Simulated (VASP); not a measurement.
# Rb3S (I4/mmm) in VASP: single point with PBE

Aim: the single point of Rb3S with PBE.

Program: VASP 6.6.1. These are calculated values, not measurements. Logs are shortened: lines on timing, memory, paths and dates and some standing lists are left out, and cuts for length are marked.

## Step 1: The cell of the first run

The structure is tetragonal, space group I4/mmm (No. 139). The conventional cell has a = 5.744 Å, b = 5.744 Å, c = 11.533 Å, α = 90.00°, β = 90.00°, γ = 90.00°. Rb (site symmetry -4m2) has 8 Rb at 4.06 to 4.07 Å and 4 S at 4.07 Å within 5.3 Å. Rb (site symmetry 4/mmm) has 4 S at 4.06 Å and 8 Rb at 4.07 Å within 5.3 Å. S (site symmetry 4/mmm) has 12 Rb at 4.06 to 4.07 Å within 5.3 Å.

## Step 2: Single point, PBE

Contents of INCAR:

```
SYSTEM = Rb3S
ALGO     = Normal         ! electronic algorithm
EDIFF    = 1E-7           ! SCF threshold, eV
ENCUT    = 520            ! plane-wave cutoff, eV
GGA      = PE             ! functional
ISIF     = 2              ! what is computed and relaxed
ISMEAR   = 0              ! smearing method
LASPH    = .TRUE.         ! aspherical terms in the spheres
LCHARG   = .TRUE.         ! write CHGCAR
LELF     = .TRUE.         ! ELF
LREAL    = .FALSE.        ! projectors in reciprocal space
LVHAR    = .TRUE.       
LWAVE    = .FALSE.        ! write WAVECAR
NBANDS   = 24             ! bands
NELM     = 80             ! most SCF steps
PREC     = Accurate       ! precision mode
SIGMA    = 0.1            ! smearing width, eV
```

Contents of KPOINTS:

```
k-points
0
G
  4 4 4
  0 0 0
```

Contents of POSCAR:

```
Rb3S
1.0
   -2.8718115200      2.8718115200      5.7665654300
    2.8718115200     -2.8718115200      5.7665654300
    2.8718115200      2.8718115200     -5.7665654300
Rb S
3 1
Direct
    0.7500000000      0.2500000000      0.5000000000
    0.2500000000      0.7500000000      0.5000000000
    0.5000000000      0.5000000000      0.0000000000
    0.0000000000      0.0000000000      0.0000000000
```

Potentials or basis: VASP PAW PBE potentials, release 64 (Rb_sv, S).

On the command line:

```sh
cat potpaw_PBE.64/Rb_sv/POTCAR potpaw_PBE.64/S/POTCAR > POTCAR
mpirun -np 1 vasp_std > vasp.out
```

OUTCAR:

```text
SYSTEM = Rb3S
   EDIFF = 1E-7
   ENCUT = 520
   GGA = PE
   ISIF = 2
   ISMEAR = 0
   LASPH = .TRUE.
   LREAL = .FALSE.
   NELM = 80
   PREC = Accurate

 ion  position               nearest neighbor table
   1  0.750  0.250  0.500-   2 4.06   2 4.06   2 4.06   2 4.06   4 4.07   3 4.07   4 4.07   3 4.07
                             3 4.07   3 4.07   4 4.07   4 4.07   2 5.77   2 5.77
   2  0.250  0.750  0.500-   1 4.06   1 4.06   1 4.06   1 4.06   4 4.07   3 4.07   4 4.07   3 4.07
                             4 4.07   4 4.07   3 4.07   3 4.07   1 5.77   1 5.77
   3  0.500  0.500  0.000-   4 4.06   4 4.06   4 4.06   4 4.06   2 4.07   1 4.07   2 4.07   1 4.07
                             2 4.07   2 4.07   1 4.07   1 4.07
   4  0.000  0.000  0.000-   3 4.06   3 4.06   3 4.06   3 4.06   2 4.07   1 4.07   2 4.07   1 4.07
                             1 4.07   1 4.07   2 4.07   2 4.07

  LATTYP: Found a body centered tetragonal cell.
 ALAT       =     5.7436230400
 C/A-ratio  =     2.0079888216

  Lattice vectors:

 A1 = (  -2.8718115200,   2.8718115200,   5.7665654300)
 A2 = (   2.8718115200,  -2.8718115200,   5.7665654300)
 A3 = (   2.8718115200,   2.8718115200,  -5.7665654300)

Analysis of symmetry for initial positions (statically):
=====================================================================
 Subroutine PRICEL returns:
 Original cell was already a primitive cell.

 Routine SETGRP: Setting up the symmetry group for a
 body centered tetragonal supercell.

 Subroutine GETGRP returns: Found 16 space group operations
 (whereof 16 operations were pure point group operations)
 out of a pool of 16 trial point group operations.

The static configuration has the point symmetry D_4h.

Analysis of symmetry for dynamics (positions and initial velocities):
=====================================================================
 Subroutine PRICEL returns:
 Original cell was already a primitive cell.

 Routine SETGRP: Setting up the symmetry group for a
 body centered tetragonal supercell.

 Subroutine GETGRP returns: Found 16 space group operations
 (whereof 16 operations were pure point group operations)
 out of a pool of 16 trial point group operations.

The dynamic configuration has the point symmetry D_4h.

 Subroutine INISYM returns: Found 16 space group operations
 (whereof 16 operations are pure point group operations),
 and found     1 'primitive' translations

----------------------------------------------------------------------------------------

                                     Primitive cell

  volume of cell :     190.2344

  direct lattice vectors                    reciprocal lattice vectors
    -2.871811520  2.871811520  5.766565430     0.000000000  0.174106134  0.086706724
     2.871811520 -2.871811520  5.766565430     0.174106134  0.000000000  0.086706724
     2.871811520  2.871811520 -5.766565430     0.174106134  0.174106134  0.000000000

  length of vectors
     7.053217682  7.053217682  7.053217682     0.194501933  0.194501933  0.246223255

  position of ions in fractional coordinates (direct lattice)
     0.750000000  0.250000000  0.500000000
     0.250000000  0.750000000  0.500000000
     0.500000000  0.500000000  0.000000000
     0.000000000  0.000000000  0.000000000

  ion indices of the primitive-cell ions
   primitive index   ion index
                 1           1
                 2           2
                 3           3
                 4           4

----------------------------------------------------------------------------------------

 KPOINTS: k-points

Automatic generation of k-mesh.
 Grid dimensions read from file:
 generate k-points for:    4    4    4

 Generating k-lattice:

  Cartesian coordinates                     Fractional coordinates (reciprocal lattice)
     0.000000000  0.043526533  0.021676681     0.250000000  0.000000000 -0.000000000
     0.043526533  0.000000000  0.021676681     0.000000000  0.250000000 -0.000000000
     0.043526533  0.043526533  0.000000000     0.000000000  0.000000000  0.250000000

  Length of vectors
     0.048625483  0.048625483  0.061555814

  Shift w.r.t. Gamma in fractional coordinates (k-lattice)
     0.000000000  0.000000000  0.000000000

 Subroutine IBZKPT returns following result:
 ===========================================

 Found     13 irreducible k-points:

 Following reciprocal coordinates:
            Coordinates               Weight
  0.000000  0.000000  0.000000      1.000000
  0.250000 -0.000000  0.000000      8.000000
  0.500000 -0.000000  0.000000      4.000000
  0.250000  0.250000  0.000000      8.000000
  0.500000  0.250000  0.000000     16.000000
 -0.250000  0.250000  0.000000      4.000000
  0.500000  0.500000  0.000000      2.000000
  0.250000  0.250000  0.250000      2.000000
 -0.250000  0.250000  0.250000      4.000000
  0.500000  0.500000  0.250000      4.000000
 -0.250000  0.500000  0.250000      8.000000
 -0.250000 -0.250000  0.250000      2.000000
  0.500000  0.500000  0.500000      1.000000
   k-points           NKPTS =     13   k-points in BZ     NKDIM =     13   number of bands    NBANDS=     24
   number of dos      NEDOS =    301   number of ions     NIONS =      4
   total plane-waves  NPLWV = 157464
   dimension x,y,z NGX =    54 NGY =   54 NGZ =   54
   dimension x,y,z NGXF=   108 NGYF=  108 NGZF=  108
   ions per type =               3   1
   NGX,Y,Z   is equivalent  to a cutoff of  12.73, 12.73, 12.73 a.u.
   NGXF,Y,Z  is equivalent  to a cutoff of  25.46, 25.46, 25.46 a.u.
 SYSTEM =  Rb3S
   PREC   = accura    normal or accurate (medium, high low for compatibility)
   ISTART =      0    job   : 0-new  1-cont  2-samecut
   ICHARG =      2    charge: 1-file 2-atom 10-const
   ISPIN  =      1    spin polarized calculation?
   LNONCOLLINEAR =      F non collinear calculations
   LSORBIT =      F    spin-orbit coupling
   LASPH  =      T    aspherical Exc in radial PAW
   ENCUT  =  520.0 eV  38.22 Ry    6.18 a.u.  13.11 13.11 13.11*2*pi/ulx,y,z
   NELM   =     80;   NELMIN=  2; NELMDL= -5     # of ELM steps
   EDIFF  = 0.1E-06   stopping-criterion for ELM
   LREAL  =      F    real-space projection
   EDIFFG = 0.1E-05   stopping-criterion for IOM
   NSW    =      0    number of steps for IOM
   IBRION =     -1    ionic relax: 0-MD 1-quasi-New 2-CG
   NFREE  =      0    steps in history (QN), initial steepest desc. (CG)
   ISIF   =      2    stress and relaxation
   ISYM   =      2    0-nonsym 1-usesym 2-fastsym
   POTIM  = 0.5000    time-step for ionic-motion
   TEBEG  =    0.0;   TEEND  =   0.0 temperature during run
   PSTRESS=    0.0 pullay stress
   NELECT =      33.0000    total number of electrons
   NUPDOWN=      -1.0000    fix difference up-down
   EMIN   =  10.00;   EMAX   =-10.00  energy-range for DOS
   EFERMI =   0.00;   METHOD = LEGACY
   ISMEAR =     0;   SIGMA  =   0.10  broadening in eV -4-tet -1-fermi 0-gaus
   EFERMI_NEDOS =   21; number of points for ismear=-14 and -15
   IALGO  =     38    algorithm
   IMIX   =      4    mixing-type and parameters
     AMIX     =   0.40;   BMIX     =  1.00
     AMIX_MAG =   1.60;   BMIX_MAG =  1.00
  volume/ion in A,a.u.               =      47.56       320.94
  Fermi-wavevector in a.u.,A,eV,Ry     =   0.913026  1.725369 11.342039  0.833616
  Thomas-Fermi vector in A             =   2.037490
   LORBIT       =      0    0 simple, 1 ext, 2 COOP (PROOUT), +10 PAW based schemes
   GGA     = PE    functional components
   LHFCALC =     F    Hartree Fock is set to
   AEXX    =    0.0000 exact exchange contribution
   IVDW    =     0    specifies the selected vdW correction
   LEPSILON=     F    determine dielectric tensor
   LRPA    =     F    only Hartree local field effects (RPA)
 non-spin polarized calculation
 Gauss-broadening in eV      SIGMA  =   0.10
  energy-cutoff  :      520.00
  volume of cell :      190.23
 maximum number of plane-waves:      5194
 NGX is ok and might be reduce to    54
   NGX = 27   NGY = 27   NGZ = 27

 number of electron      32.9999999 magnetization

 Free energy of the ion-electron system (eV)
  ---------------------------------------------------
  ext. energy  EPLUGINS =         0.00000000
  ---------------------------------------------------
  free energy    TOTEN  =        -8.30228514 eV

  energy without entropy =       -8.29242058  energy(sigma->0) =       -8.29735286

 E-fermi :   1.7698     XC(G=0):  -6.9552

 val. band max:        1.7489286551   @ k =  -0.2500   0.5000   0.2500
 cond. band min:       1.9736449567   @ k =   0.5000   0.2500   0.0000
 fundamental gap:      0.2247163015
 Fermi energy:         1.7697788013

 k-point     1 :       0.0000    0.0000    0.0000
  band No.  band energies     occupation
      1     -27.5988      2.00000
      2     -27.5287      2.00000
      3     -27.5018      2.00000
      4     -11.9453      2.00000
      5     -11.8088      2.00000
      6     -11.8088      2.00000
[... 16 lines left out ...]
     23       4.4228      0.00000
     24       5.1352      0.00000

 k-point     2 :       0.2500   -0.0000    0.0000
  band No.  band energies     occupation
      1     -27.5921      2.00000
      2     -27.5288      2.00000
      3     -27.5082      2.00000
      4     -11.9441      2.00000
      5     -11.7818      2.00000
      6     -11.7714      2.00000
[... 16 lines left out ...]
     23       4.3630      0.00000
     24       4.7679      0.00000

 k-point     3 :       0.5000   -0.0000    0.0000
  band No.  band energies     occupation
      1     -27.5848      2.00000
      2     -27.5240      2.00000
      3     -27.5201      2.00000
      4     -11.9227      2.00000
      5     -11.7634      2.00000
      6     -11.7454      2.00000
[... 16 lines left out ...]
     23       4.5795      0.00000
     24       4.9069      0.00000
[... 217 lines left out ...]
 k-point    12 :      -0.2500   -0.2500    0.2500
  band No.  band energies     occupation
      1     -27.5914      2.00000
      2     -27.5361      2.00000
      3     -27.5019      2.00000
      4     -11.8944      2.00000
      5     -11.8503      2.00000
      6     -11.8503      2.00000
[... 16 lines left out ...]
     23       3.9789      0.00000
     24       5.5820      0.00000

 k-point    13 :       0.5000    0.5000    0.5000
  band No.  band energies     occupation
      1     -27.5812      2.00000
      2     -27.5463      2.00000
      3     -27.5019      2.00000
      4     -11.8795      2.00000
      5     -11.8795      2.00000
      6     -11.8081      2.00000
[... 16 lines left out ...]
     23       4.0753      0.00000
     24       5.5616      0.00000

------------------------ aborting loop because EDIFF is reached ----------------------------------------

  FORCE on cell =-STRESS in cart. coord.  units (eV):
  Direction    XX          YY          ZZ          XY          YZ          ZX
  --------------------------------------------------------------------------------------
  -------------------------------------------------------------------------------------
  Total       -1.0593228     -1.0593228     -0.8791276      0.0000000      0.0000000      0.0000000
  in kB       -8.9217451     -8.9217451     -7.4041197      0.0000000      0.0000000      0.0000000
  external PRESSURE =      -8.4158700 kB  Pullay stress =       0.0000000 kB

 VOLUME and BASIS-vectors are now :
 -----------------------------------------------------------------------------
  energy-cutoff  :      520.00
  volume of cell :      190.23
      direct lattice vectors                 reciprocal lattice vectors
    -2.871811520  2.871811520  5.766565430     0.000000000  0.174106134  0.086706724
     2.871811520 -2.871811520  5.766565430     0.174106134  0.000000000  0.086706724
     2.871811520  2.871811520 -5.766565430     0.174106134  0.174106134  0.000000000

 POSITION                                       TOTAL-FORCE (eV/Angst)
 -----------------------------------------------------------------------------------
     -0.00000      2.87181      2.88328         0.000000      0.000000      0.000000
      2.87181     -0.00000      2.88328        -0.000000      0.000000     -0.000000
      0.00000      0.00000      5.76657         0.000000     -0.000000      0.000000
      0.00000      0.00000      0.00000         0.000000     -0.000000      0.000000
 -----------------------------------------------------------------------------------
    total drift:                               -0.000000      0.000000      0.000000

  FREE ENERGIE OF THE ION-ELECTRON SYSTEM (eV)
  ---------------------------------------------------
  free  energy   TOTEN  =        -8.3022851405 eV

  energy  without entropy=       -8.2924205755  energy(sigma->0) =       -8.29735286
```

Wall time 1.8 min (1 thread of Intel Xeon Platinum 8375C at 2.90GHz (Ice Lake), shared host); peak memory 0.41 GiB.

Results:

```yaml
Free_energy: -8.3023 eV
Pressure: -0.8 GPa
```

Caveat: the k points lie up to 0.39 Å⁻¹ apart.
